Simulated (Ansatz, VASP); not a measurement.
**Two plane-wave programs on Rh**

Contents of INCAR:

```
ALGO = Normal
EDIFF = 1E-6
ENCUT = 530
GGA = PE
GGA_COMPAT = False
ISIF = 2
ISMEAR = 0
LASPH = True
LCHARG = False
LDAU = True
LDAUJ = 0
LDAUL = 2
LDAUPRINT = 1
LDAUTYPE = 2
LDAUU = 2.7
LMAXMIX = 4
LREAL = False
LWAVE = False
NBANDS = 24
NELM = 200
PREC = Accurate
SIGMA = 0.1
```

File KPOINTS:

```
k-points
0
Gamma
  6 6 4
```

POSCAR

```
Rh
1.0
    2.7309790422      0.0000000000      0.0000000000
   -1.3654895211      2.3650972278      0.0000000000
    0.0000000000      0.0000000000      4.4284890000
Rh
2
Direct
    0.6666666667      0.3333333333      0.7500000000
    0.3333333333      0.6666666667      0.2500000000
```

Input for Ansatz:

```yaml
crystal:
  lattice:
    - [2.7309790422, 0.0, 0.0]
    - [-1.3654895211, 2.3650972278, 0.0]
    - [0.0, 0.0, 4.428489]
  atoms:
    - { symbol: Rh, position: [0.6666666667, 0.3333333333, 0.75] }
    - { symbol: Rh, position: [0.3333333333, 0.6666666667, 0.25] }
basis:
  ecutwfc: 420
kpoints:
  mp_grid: { grid: [6, 6, 4] }
hamiltonian:
  xc: pbe
  hubbard: { sites: [{ species: Rh, l: d, u_eff: 2.7 }] }
scf:
  occupations: { method: gaussian, width: 0.1 }
output:
  forces: true
  stress: true
  eigenvalues: true
  dos: { method: smearing }
```

Alike in both runs: task single point; functional PBE; k mesh 6 × 6 × 4; occupations gaussian, width 0.1 eV; no spin polarisation; Hubbard terms Rh d U = 2.7 eV.

```csv
,VASP,Ansatz
version,VASP 6.6.1,Ansatz 0.2.0
potentials or method,"VASP PAW PBE potentials, release 64 (Rh_sv_GW), cutoff 530 eV","scalar-relativistic, plane waves, PAW"
valence electrons in the cell,34,34
```

```csv
,VASP,Ansatz,Ansatz less VASP
gap on the k mesh at the Fermi level (eV),none,none,-
pressure (GPa),-7.6,-4.0,+3.60
"traceless stress, the component that is largest in VASP (GPa)",-3.74,-3.59,+0.153
```

The programs project onto different local orbitals, so the same U acts differently, and such runs can settle in different states. A gap of «none» marks a metal or a gap that the smearing closes. Ansatz's warnings: filled band counts differ across k points.

The k mesh is coarse, so the values compare programs but aren't converged.
